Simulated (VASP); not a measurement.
# MgS (Niningerite) (Fm-3m) in VASP: a series of runs, part 2 of 2

VASP 6.6.1. Earlier steps stand in the parts before.

### 4 Single point, LDA

This run uses another cell than the first one, of 16.55 Å³/atom, 0.940 times its volume.

Contents of INCAR:

```
PREC = Accurate ; ENCUT = 520
EDIFF = 1E-6 ; ISMEAR = -1
SIGMA = 0.05 ; LREAL = F
LASPH = T ; NELM = 60
ALGO = Normal ; ISIF = 2
LWAVE = F ; LCHARG = F
NBANDS = 11
```

Contents of KPOINTS:

```
regular mesh
0
Gamma
  9 9 9
```

Contents of POSCAR:

```
MgS
1.0
    0.0000000000      2.5485401997      2.5485401997
    2.5485401997      0.0000000000      2.5485401997
    2.5485401997      2.5485401997      0.0000000000
S Mg
1 1
Direct
    0.5000000000      0.5000000000      0.5000000000
    0.0000000000      0.0000000000      0.0000000000
```

Potentials or basis: VASP PAW LDA potentials, release 64 (S, Mg).

Started as:

```console
> cat potpaw_LDA.64/S/POTCAR potpaw_LDA.64/Mg/POTCAR > POTCAR
> mpirun -np 1 vasp_std > vasp.out
```

OUTCAR:

```text
PREC = Accurate
   ENCUT = 520
   EDIFF = 1E-6
   ISMEAR = -1
   LREAL = F
   LASPH = T
   NELM = 60
   ISIF = 2

 ion  position               nearest neighbor table
   1  0.500  0.500  0.500-   2 2.55   2 2.55   2 2.55   2 2.55   2 2.55   2 2.55
   2  0.000  0.000  0.000-   1 2.55   1 2.55   1 2.55   1 2.55   1 2.55   1 2.55

  LATTYP: Found a face centered cubic cell.
 ALAT       =     5.0970803994

  Lattice vectors:

 A1 = (   0.0000000000,   2.5485401997,   2.5485401997)
 A2 = (   2.5485401997,   0.0000000000,   2.5485401997)
[... 511 lines left out ...]
      6       8.2744      0.00000
      7      16.2010      0.00000
      8      16.9620      0.00000
      9      17.4773      0.00000
     10      17.4773      0.00000
     11      20.7448      0.00000

 [... further k-points ...]
[... 5 lines left out ...]
  --------------------------------------------------------------------------------------
  -------------------------------------------------------------------------------------
  Total        0.2110091      0.2110091      0.2110091      0.0000000      0.0000000     -0.0000000
  in kB       10.2119164     10.2119164     10.2119164      0.0000000      0.0000000     -0.0000000
  external PRESSURE =      10.2119164 kB  Pullay stress =       0.0000000 kB

 VOLUME and BASIS-vectors are now :
 -----------------------------------------------------------------------------
  energy-cutoff  :      520.00
  volume of cell :       33.11
      direct lattice vectors                 reciprocal lattice vectors
     0.000000000  2.548540200  2.548540200    -0.196190745  0.196190745  0.196190745
     2.548540200  0.000000000  2.548540200     0.196190745 -0.196190745  0.196190745
     2.548540200  2.548540200  0.000000000     0.196190745  0.196190745 -0.196190745

 POSITION                                       TOTAL-FORCE (eV/Angst)
 -----------------------------------------------------------------------------------
      2.54854      2.54854      2.54854         0.000000     -0.000000      0.000000
      0.00000      0.00000      0.00000        -0.000000      0.000000     -0.000000
 -----------------------------------------------------------------------------------
    total drift:                                0.000000      0.000000      0.000000

  FREE ENERGIE OF THE ION-ELECTRON SYSTEM (eV)
  ---------------------------------------------------
  free  energy   TOTEN  =        -9.5912823716 eV

  energy  without entropy=       -9.5912823715  energy(sigma->0) =       -9.59128237
```

OSZICAR:

```text
N       E                     dE             d eps       ncg     rms          rms(c)
DAV:   1     0.204837855704E+02    0.20484E+02   -0.36249E+03   802   0.593E+02
DAV:   2    -0.871646377581E+01   -0.29200E+02   -0.27456E+02   994   0.102E+02
DAV:   3    -0.100029012470E+02   -0.12864E+01   -0.12843E+01   964   0.222E+01
DAV:   4    -0.100102010563E+02   -0.72998E-02   -0.72992E-02   915   0.198E+00
DAV:   5    -0.100102498964E+02   -0.48840E-04   -0.48840E-04   972   0.156E-01    0.470E+00
DAV:   6    -0.964472735582E+01    0.36552E+00   -0.77104E-01   872   0.345E+00    0.364E+00
DAV:   7    -0.959611753408E+01    0.48610E-01   -0.19064E-01   932   0.183E+00    0.222E+00
DAV:   8    -0.959159052440E+01    0.45270E-02   -0.10605E-02   833   0.568E-01    0.821E-01
DAV:   9    -0.959130759192E+01    0.28293E-03   -0.51956E-04   890   0.120E-01    0.358E-01
DAV:  10    -0.959128827594E+01    0.19316E-04   -0.45957E-05   917   0.331E-02    0.152E-01
DAV:  11    -0.959128232168E+01    0.59543E-05   -0.29109E-05   893   0.233E-02    0.160E-02
DAV:  12    -0.959128237155E+01   -0.49873E-07   -0.34202E-07   481   0.413E-03
   1 F= -.95912824E+01 E0= -.95912824E+01  d E =-.585816E-10
```

It took 12 s on 1 thread of Intel Xeon Platinum 8259CL at 2.50GHz (Skylake/Cascade Lake), shared host; peak memory 0.14 GiB.

Results:

```
Free energy            : -9.5913 eV
Pressure               : 1.0 GPa
Band gap on the k mesh : 2.82 eV, indirect (least direct gap 4.00 eV)
```

Levels at points of the mesh, in eV from the valence-band top:
```csv
k point,band 1,band 2,band 3,band 4,band 5,band 6,band 7,band 8,band 9
"(0.00, 0.00, 0.00)",-13.01,0.00,0.00,0.00,4.00,7.79,7.79,7.79,10.33
```

A k mesh can miss the band edges. Expect the measured gap to be larger: semilocal functionals such as LDA lack the derivative discontinuity.

### 5 Single point, LDA

This run uses another cell than the first one, of 16.91 Å³/atom, 0.960 times its volume.

Contents of INCAR:

```
ALGO     = Normal         # electronic algorithm
EDIFF    = 1E-6           # SCF threshold, eV
ENCUT    = 520            # plane-wave cutoff, eV
ISIF     = 2              # what is computed and relaxed
ISMEAR   = -1             # smearing method
LASPH    = T              # aspherical terms in the spheres
LCHARG   = T              # write CHGCAR
LELF     = T              # ELF
LREAL    = F              # projectors in reciprocal space
LVHAR    = T            
LWAVE    = F              # write WAVECAR
NBANDS   = 11             # bands
NELM     = 80             # most SCF steps
PREC     = Accurate       # precision mode
SIGMA    = 0.05           # smearing width, eV
```

Contents of KPOINTS:

```
k-points
0
Gamma
  9 9 9
```

Contents of POSCAR:

```
MgS
1.0
    0.0000000000      2.5664882573      2.5664882573
    2.5664882573      0.0000000000      2.5664882573
    2.5664882573      2.5664882573      0.0000000000
S Mg
1 1
Direct
    0.5000000000      0.5000000000      0.5000000000
    0.0000000000      0.0000000000      0.0000000000
```

Started as:

```console
> cat potpaw_LDA.64/S/POTCAR potpaw_LDA.64/Mg/POTCAR > POTCAR
> mpirun -np 1 vasp_std > vasp.out
```

Run time: 13 s. Hardware: 1 thread of Intel Xeon Platinum 8259CL at 2.50GHz (Skylake/Cascade Lake), shared host; peak memory 0.14 GiB.

The run converged. Its results:

- Free energy: -9.5919 eV
- Pressure: -0.8 GPa
- Band gap on the k mesh: 2.78 eV, indirect (least direct gap 3.82 eV)

Levels at points of the mesh, in eV from the valence-band top:
```
           k point  band 1  band 2  band 3  band 4  band 5  band 6  band 7  band 8  band 9
(0.00, 0.00, 0.00)  -12.88    0.00    0.00    0.00    3.82    7.81    7.81    7.81   10.31
```

### 6 Single point, PBE

This run uses another cell than the first one, of 16.55 Å³/atom, 0.940 times its volume.

Contents of INCAR:

```
PREC     = Accurate       # precision mode
ENCUT    = 520            # plane-wave cutoff, eV
EDIFF    = 1E-7           # SCF threshold, eV
ISMEAR   = -1             # smearing method
SIGMA    = 0.05           # smearing width, eV
LREAL    = False          # projectors in reciprocal space
LASPH    = True           # aspherical terms in the spheres
NELM     = 80             # most SCF steps
ALGO     = Normal         # electronic algorithm
ISIF     = 2              # what is computed and relaxed
LWAVE    = False          # write WAVECAR
LCHARG   = False          # write CHGCAR
GGA      = PE             # functional
NBANDS   = 11             # bands
```

Contents of KPOINTS:

```
regular mesh
0
Gamma
  9 9 9
```

Contents of POSCAR:

```
MgS
1.0
    0.0000000000      2.5485401997      2.5485401997
    2.5485401997      0.0000000000      2.5485401997
    2.5485401997      2.5485401997      0.0000000000
S Mg
1 1
Direct
    0.5000000000      0.5000000000      0.5000000000
    0.0000000000      0.0000000000      0.0000000000
```

Potentials or basis: VASP PAW PBE potentials, release 64 (S, Mg).

Started as:

```console
> cat potpaw_PBE.64/S/POTCAR potpaw_PBE.64/Mg/POTCAR > POTCAR
> mpirun -np 1 vasp_std > vasp.out
```

OUTCAR:

```text
PREC = Accurate
   ENCUT = 520
   EDIFF = 1E-7
   ISMEAR = -1
   LREAL = False
   LASPH = True
   NELM = 80
   ISIF = 2
   GGA = PE

 ion  position               nearest neighbor table
   1  0.500  0.500  0.500-   2 2.55   2 2.55   2 2.55   2 2.55   2 2.55   2 2.55
   2  0.000  0.000  0.000-   1 2.55   1 2.55   1 2.55   1 2.55   1 2.55   1 2.55

  LATTYP: Found a face centered cubic cell.
 ALAT       =     5.0970803994

  Lattice vectors:

 A1 = (   0.0000000000,   2.5485401997,   2.5485401997)
 A2 = (   2.5485401997,   0.0000000000,   2.5485401997)
 A3 = (   2.5485401997,   2.5485401997,   0.0000000000)

Analysis of symmetry for initial positions (statically):
[... 33 lines left out ...]
                                     Primitive cell

  volume of cell :      33.1058

  direct lattice vectors                    reciprocal lattice vectors
     0.000000000  2.548540200  2.548540200    -0.196190745  0.196190745  0.196190745
     2.548540200  0.000000000  2.548540200     0.196190745 -0.196190745  0.196190745
     2.548540200  2.548540200  0.000000000     0.196190745  0.196190745 -0.196190745

  length of vectors
     3.604180115  3.604180115  3.604180115     0.339812338  0.339812338  0.339812338

  position of ions in fractional coordinates (direct lattice)
[... 133 lines left out ...]
 k-point     1 :       0.0000    0.0000    0.0000
  band No.  band energies     occupation
      1      -8.7386      2.00000
      2       4.2963      2.00000
      3       4.2963      2.00000
      4       4.2963      2.00000
      5       8.5154      0.00000
      6      12.2036      0.00000
      7      12.2036      0.00000
      8      12.2036      0.00000
      9      14.7098      0.00000
     10      14.7098      0.00000
     11      16.9749      0.00000
[... 309 lines left out ...]
 k-point    24 :       0.4444    0.4444    0.0000
  band No.  band energies     occupation
      1      -6.9243      2.00000
      2      -0.1200      2.00000
      3       2.5120      2.00000
      4       2.5120      2.00000
      5       7.3370      0.00000
      6       8.5577      0.00000
      7      16.5564      0.00000
      8      17.1692      0.00000
      9      17.8566      0.00000
     10      17.8566      0.00000
     11      20.9191      0.00000

 [... further k-points ...]
[... 5 lines left out ...]
  --------------------------------------------------------------------------------------
  -------------------------------------------------------------------------------------
  Total        1.3124021      1.3124021      1.3124021      0.0000000      0.0000000     -0.0000000
  in kB       63.5145220     63.5145220     63.5145220      0.0000000      0.0000000     -0.0000000
  external PRESSURE =      63.5145220 kB  Pullay stress =       0.0000000 kB

 VOLUME and BASIS-vectors are now :
 -----------------------------------------------------------------------------
  energy-cutoff  :      520.00
  volume of cell :       33.11
      direct lattice vectors                 reciprocal lattice vectors
     0.000000000  2.548540200  2.548540200    -0.196190745  0.196190745  0.196190745
     2.548540200  0.000000000  2.548540200     0.196190745 -0.196190745  0.196190745
     2.548540200  2.548540200  0.000000000     0.196190745  0.196190745 -0.196190745

 POSITION                                       TOTAL-FORCE (eV/Angst)
 -----------------------------------------------------------------------------------
      2.54854      2.54854      2.54854         0.000000      0.000000      0.000000
      0.00000      0.00000      0.00000        -0.000000     -0.000000     -0.000000
 -----------------------------------------------------------------------------------
    total drift:                                0.000000      0.000000      0.000000

  FREE ENERGIE OF THE ION-ELECTRON SYSTEM (eV)
  ---------------------------------------------------
  free  energy   TOTEN  =        -8.4558342321 eV

  energy  without entropy=       -8.4558342320  energy(sigma->0) =       -8.45583423
```

OSZICAR:

```text
N       E                     dE             d eps       ncg     rms          rms(c)
DAV:   1     0.222714795600E+02    0.22271E+02   -0.36101E+03   802   0.593E+02
DAV:   2    -0.751481198188E+01   -0.29786E+02   -0.28064E+02   994   0.103E+02
DAV:   3    -0.883167256946E+01   -0.13169E+01   -0.13147E+01   964   0.225E+01
DAV:   4    -0.883930857699E+01   -0.76360E-02   -0.76353E-02   915   0.203E+00
DAV:   5    -0.883936163102E+01   -0.53054E-04   -0.53054E-04   986   0.164E-01    0.471E+00
DAV:   6    -0.849538129611E+01    0.34398E+00   -0.70906E-01   863   0.341E+00    0.371E+00
DAV:   7    -0.845562567220E+01    0.39756E-01   -0.21518E-01   905   0.205E+00    0.238E+00
DAV:   8    -0.845602721505E+01   -0.40154E-03   -0.12795E-02   827   0.691E-01    0.993E-01
DAV:   9    -0.845582080398E+01    0.20641E-03   -0.61564E-04   860   0.149E-01    0.331E-01
DAV:  10    -0.845583733377E+01   -0.16530E-04   -0.16889E-04   891   0.608E-02    0.379E-02
DAV:  11    -0.845583432278E+01    0.30110E-05   -0.18969E-05   908   0.193E-02    0.176E-02
DAV:  12    -0.845583423212E+01    0.90657E-07   -0.60253E-07   907   0.483E-03
   1 F= -.84558342E+01 E0= -.84558342E+01  d E =-.751679E-10
```

Wall time 13 s (1 thread of Intel Xeon Platinum 8259CL at 2.50GHz (Skylake/Cascade Lake), shared host); peak memory 0.16 GiB.

What came out:

```
Free energy            : -8.4558 eV
Pressure               : 6.4 GPa
Band gap on the k mesh : 3.04 eV, indirect (least direct gap 4.22 eV)
```

### 7 Overview

| level | potentials or basis | cell | k mesh | smearing | gap on the mesh (eV) | pressure (GPa) |
| --- | --- | --- | --- | --- | --- | --- |
| LDA | VASP PAW LDA potentials, release 64 (S, Mg) | a = 3.679 Å, angles 60.0°, 2 atoms | 8 × 8 × 8 | gaussian 0.01 eV | 2.56 | -3.9 |
| r2SCAN | VASP PAW PBE potentials, release 64 (S, Mg) | a = 3.679 Å, angles 60.0°, 2 atoms | 8 × 8 × 8 | gaussian 0.01 eV | 3.43 | -0.5 |
| LDA | VASP PAW LDA potentials, release 64 (S, Mg) | a = 3.604 Å, angles 60.0°, 2 atoms | 9 × 9 × 9 | fermi-dirac 0.05 eV | 2.82 | 1.0 |
| LDA | VASP PAW LDA potentials, release 64 (S, Mg) | a = 3.630 Å, angles 60.0°, 2 atoms | 9 × 9 × 9 | fermi-dirac 0.05 eV | 2.78 | -0.8 |
| PBE | VASP PAW PBE potentials, release 64 (S, Mg) | a = 3.604 Å, angles 60.0°, 2 atoms | 9 × 9 × 9 | fermi-dirac 0.05 eV | 3.04 | 6.4 |

Alike in all rows: task single point; no spin polarisation; cutoff (eV) 520.

Caveats: the PAW data sets were made with another functional, which shifts forces and pressure a little (some runs).

Total energies depend on the potentials used, so only differences within one code and one set of settings carry meaning.
